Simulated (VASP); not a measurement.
Write the native input for VASP 6.6.1 that does the following.

* Task: single point
* Functional: r2SCAN
* Dispersion: D3(BJ)
* Potentials or basis: VASP PAW PBE potentials, release 64 (Pt, Se)
* Cutoff: 520 eV
* k mesh: 15 × 15 × 8
* Occupations: fermi-dirac, width 0.15 eV
* Spin: no spin polarisation
* Dipole correction: no
* Further INCAR settings: ALGO = Normal; EDIFF = 1e-06; NBANDS = 18

Crystal: PtSe2.

```
Pt Se
1.0
     3.73775    0.00000    0.00000
    -1.86887    3.23698    0.00000
     0.00000    0.00000    5.14265
Pt Se
1 2
Direct
  0.00000 0.00000 0.00000
  0.33333 0.66667 0.25117
  0.66667 0.33333 0.74883
```

One way to write it, as run:

POSCAR

```
PtSe2
1.0
    3.7377458189      0.0000000000      0.0000000000
   -1.8688729095      3.2369828321      0.0000000000
    0.0000000000      0.0000000000      5.1426529209
Pt Se
1 2
Direct
    0.0000000000      0.0000000000      0.0000000000
    0.3333333333      0.6666666667      0.2511676826
    0.6666666667      0.3333333333      0.7488323174
```

INCAR.step1

```
  PREC = Accurate
  ENCUT = 520
  ISMEAR = -1
  SIGMA = 0.15
  LREAL = False
  LASPH = True
  NELM = 80
  NBANDS = 18
  GGA = PE
  ALGO = Normal
  EDIFF = 1E-4
  LWAVE = True
  LCHARG = False
```

INCAR.step2

```
  PREC = Accurate
  ENCUT = 520
  EDIFF = 1E-6
  ISMEAR = -1
  SIGMA = 0.15
  LREAL = False
  LASPH = True
  NELM = 80
  ALGO = Normal
  ISIF = 2
  LWAVE = False
  LCHARG = True
  METAGGA = R2SCAN
  LMIXTAU = True
  IVDW = 12
  VDW_S6 = 1.0
  VDW_S8 = 0.78981345
  VDW_A1 = 0.49484001
  VDW_A2 = 5.73083694
  LELF = True
  LVHAR = True
  NBANDS = 18
  ISTART = 1
```

KPOINTS

```
Automatic mesh
0
Gamma
  15 15 8
```

Potentials or basis: VASP PAW PBE potentials, release 64 (Pt, Se).

Run with:

```console
$ cat potpaw_PBE.64/Pt/POTCAR potpaw_PBE.64/Se/POTCAR > POTCAR
$ cp INCAR.step1 INCAR
$ mpirun -np 1 vasp_std > vasp.out
$ cp INCAR.step2 INCAR
$ mpirun -np 1 vasp_std > vasp.out
```

It gave:

```yaml
Pressure: 0.1 GPa
Largest_force: 0.014 eV/Å
Band_gap_on_the_k_mesh: zero (bands 11 and 12 overlap by 0.28 eV)
Dispersion_energy_per_atom: -0.219 eV
```

Caveat: the PAW data sets were made with another functional, which shifts forces and pressure a little; spin-orbit coupling is left out, which moves the levels of the heavy elements.

Wall time 4.7 min on 1 thread of Intel(R) Xeon(R) 6975P-C (Granite Rapids), with other jobs on the host, peak memory 0.35 GiB.
